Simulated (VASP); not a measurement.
**In5PtCl: single point with PBE**

The system is In5PtCl.

```
In Pt Cl
1.0
     4.47684    0.00000    0.00000
     0.00000    4.47684    0.00000
     0.00000    0.00000    7.86291
In Pt Cl
5 1 1
Direct
  0.50000 0.00000 0.72620
  0.00000 0.50000 0.72620
  0.50000 0.00000 0.27380
  0.00000 0.50000 0.27380
  0.00000 0.00000 0.00000
  0.50000 0.50000 0.00000
  0.00000 0.00000 0.50000
```

The cell was generated, and may not be a known phase.

```yaml
Program: VASP 6.6.1
Task: single point
Functional: PBE
Potentials_or_basis: VASP PAW PBE potentials, release 64 (In_d, Pt, Cl)
Cutoff: 520 eV
k_mesh: 4 × 4 × 2
Occupations: gaussian, width 0.1 eV
Spin: no spin polarisation
Dipole_correction: no
Further_INCAR_settings: ALGO = Normal; EDIFF = 1e-06; NBANDS = 50
```

| Property | Result |
| --- | --- |
| Pressure | 8.4 GPa |
| Largest force | 1.083 eV/Å |
| Band gap on the k mesh | zero (bands 41 and 42 overlap by 1.97 eV) |

Forces on the atoms (eV/Å):
```
In   0.000  0.000  1.083
In   0.000  0.000  1.083
In   0.000  0.000 -1.083
In   0.000  0.000 -1.083
In   0.000  0.000  0.000
Pt   0.000  0.000  0.000
Cl   0.000  0.000  0.000
```

Stress tensor (GPa, compression positive):
```
7.85 0.00 0.00
0.00 7.85 0.00
0.00 0.00 9.49
```

Levels at points of the mesh, in eV from the Fermi level:
```csv
k point,band 37,band 38,band 39,band 40,band 41,band 42,band 43,band 44,band 45,band 46
"(0.00, 0.00, 0.00)",-2.07,-1.28,-0.63,-0.63,-0.23,0.74,0.96,0.96,1.56,3.03
"(0.50, 0.00, 0.00)",-2.65,-2.21,-0.89,0.05,1.31,2.07,2.14,2.27,2.43,2.69
"(0.50, 0.50, 0.00)",-2.13,-2.05,-1.38,-1.38,-1.31,-0.66,0.58,0.92,0.92,1.91
"(0.00, 0.00, 0.50)",-1.78,-1.49,-1.26,-1.26,-0.27,0.54,0.98,2.03,2.03,3.16
"(0.50, 0.00, 0.50)",-2.21,-2.04,-0.79,-0.60,0.04,1.57,1.93,1.97,2.60,3.16
"(0.50, 0.50, 0.50)",-2.55,-2.13,-2.04,-0.93,-0.51,-0.51,0.03,0.03,2.47,3.69
```

Run time: 61 s on 1 thread of AMD EPYC 9R45 96-Core Processor (Zen 5), on a shared host, peak memory 0.27 GiB.

Caveat: the k points lie up to 0.40 Å⁻¹ apart, too coarse for converged energies and pressures of a metal; spin-orbit coupling is left out, which moves the levels of the heavy elements; forces of over 1 eV/Å act on the atoms, so gaps and moduli don't describe the material at rest.
